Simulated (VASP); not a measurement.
Write the native input for VASP 6.6.1 that does the following.

| Property | Result |
| --- | --- |
| Task | single point |
| Functional | PBEsol |
| Potentials or basis | VASP PAW PBE potentials, release 64 (Ti_sv) |
| Cutoff | 520 eV |
| k mesh | 8 × 8 × 8 |
| Occupations | fermi-dirac, width 0.15 eV |
| Spin | no spin polarisation |
| Dipole correction | no |
| Further INCAR settings | ALGO = Normal; EDIFF = 1e-06; NBANDS = 12 |

The structure of Ti lies in POSCAR:

```
Ti
1.0
    1.4973312000      0.8644845700      6.9815443900
   -1.4973312000      0.8644845700      6.9815443900
    0.0000000000     -1.7289691400      6.9815443900
Ti
1
Direct
    0.0000000000      0.0000000000      0.0000000000
```

The input as run:

INCAR

```
PREC     = Accurate       # precision mode
ENCUT    = 520            # plane-wave cutoff, eV
EDIFF    = 1E-6           # SCF threshold, eV
ISMEAR   = -1             # smearing method
SIGMA    = 0.15           # smearing width, eV
LREAL    = F              # projectors in reciprocal space
LASPH    = T              # aspherical terms in the spheres
NELM     = 60             # most SCF steps
ALGO     = Normal         # electronic algorithm
ISIF     = 2              # what is computed and relaxed
LWAVE    = F              # write WAVECAR
LCHARG   = T              # write CHGCAR
GGA      = PS             # functional
LELF     = T              # ELF
LVHAR    = T            
NBANDS   = 12             # bands
```

KPOINTS

```
Automatic mesh
0
Gamma
  8 8 8
```

Potentials or basis: VASP PAW PBE potentials, release 64 (Ti_sv).

The run is started by

```console
$ cat potpaw_PBE.64/Ti_sv/POTCAR > POTCAR
$ mpirun -np 1 vasp_std > vasp.out
```

Results of the run:

```json
{
  "Pressure": "-5.7 GPa",
  "Band gap on the k mesh": "zero (band 6 reaches 0.27 eV, above the bottom of band 7 at 0.03 eV)"
}
```

Caveat: the PAW data sets were made with another functional, which shifts forces and pressure a little.

Run time: 110 s on 1 thread of Intel(R) Xeon(R) 6975P-C (Granite Rapids), on a shared host, peak memory 0.38 GiB.
